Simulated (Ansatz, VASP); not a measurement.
# Sn3Ru: VASP beside Ansatz

The input INCAR:

```
SYSTEM = Sn3Ru
PREC = Accurate
ENCUT = 520
EDIFF = 1E-6
ISMEAR = 0
SIGMA = 0.1
LREAL = .FALSE.
LASPH = .TRUE.
NELM = 100
ALGO = Normal
ISIF = 2
LWAVE = .FALSE.
LCHARG = .FALSE.
GGA = PE
NBANDS = 66
```

File KPOINTS:

```
regular mesh
0
G
  3 3 3
  0 0 0
```

Contents of POSCAR:

```
Sn3Ru
1.0
    3.8659382166      2.2320004700      3.6308780043
   -3.8659382166      2.2320004700      3.6308780043
    0.0000000000     -4.4640009400      3.6308780043
Sn Ru
6 2
Direct
    0.7970000000      0.2520000000      0.7970000000
    0.7970000000      0.7970000000      0.2520000000
    0.2520000000      0.7970000000      0.7970000000
    0.2030000000      0.7480000000      0.2030000000
    0.7480000000      0.2030000000      0.2030000000
    0.2030000000      0.2030000000      0.7480000000
    0.2690000000      0.2690000000      0.2690000000
    0.7310000000      0.7310000000      0.7310000000
```

Input for Ansatz:

```yaml
crystal:
  lattice:
    - [3.8659382166, 2.23200047, 3.6308780043]
    - [-3.8659382166, 2.23200047, 3.6308780043]
    - [0.0, -4.46400094, 3.6308780043]
  atoms:
    - { symbol: Sn, position: [0.797, 0.252, 0.797] }
    - { symbol: Sn, position: [0.797, 0.797, 0.252] }
    - { symbol: Sn, position: [0.252, 0.797, 0.797] }
    - { symbol: Sn, position: [0.203, 0.748, 0.203] }
    - { symbol: Sn, position: [0.748, 0.203, 0.203] }
    - { symbol: Sn, position: [0.203, 0.203, 0.748] }
    - { symbol: Ru, position: [0.269, 0.269, 0.269] }
    - { symbol: Ru, position: [0.731, 0.731, 0.731] }
basis:
  ecutwfc: 420
kpoints:
  mp_grid: { grid: [3, 3, 3] }
hamiltonian:
  xc: pbe
scf:
  occupations: { method: gaussian, width: 0.1 }
  lower_state_search: "off"
output:
  forces: true
  stress: true
  eigenvalues: true
```

Alike in both runs: task single point; functional PBE; k mesh 3 × 3 × 3; occupations gaussian, width 0.1 eV; no spin polarisation.

```csv
,VASP,Ansatz
version,VASP 6.6.1,Ansatz 0.2.0
potentials or method,"VASP PAW PBE potentials, release 64 (Sn_d, Ru_pv), cutoff 520 eV","scalar-relativistic, plane waves, PAW"
valence electrons in the cell,112,116
```

|  | VASP | Ansatz | Ansatz less VASP |
| --- | --- | --- | --- |
| gap on the k mesh at the Fermi level (eV) | none | none | - |
| pressure (GPa) | 25.3 | 25.1 | -0.14 |
| traceless stress, the component that is largest in VASP (GPa) | -11.93 | -11.84 | +0.088 |
| rms of the force components (eV/Å) | 5.103 | 5.077 | -0.0258 |

Atom by atom the forces differ by 0.026 eV/Å (rms over components). A gap of «none» marks a metal or a gap that the smearing closes. With one functional, cell and mesh, what is left measures potentials, basis and numerics. VASP's potentials hold 112 valence electrons a cell and Ansatz's 116, so a difference there can come from the potentials and not from the codes.

The k mesh is coarse, so the values compare programs but aren't converged.
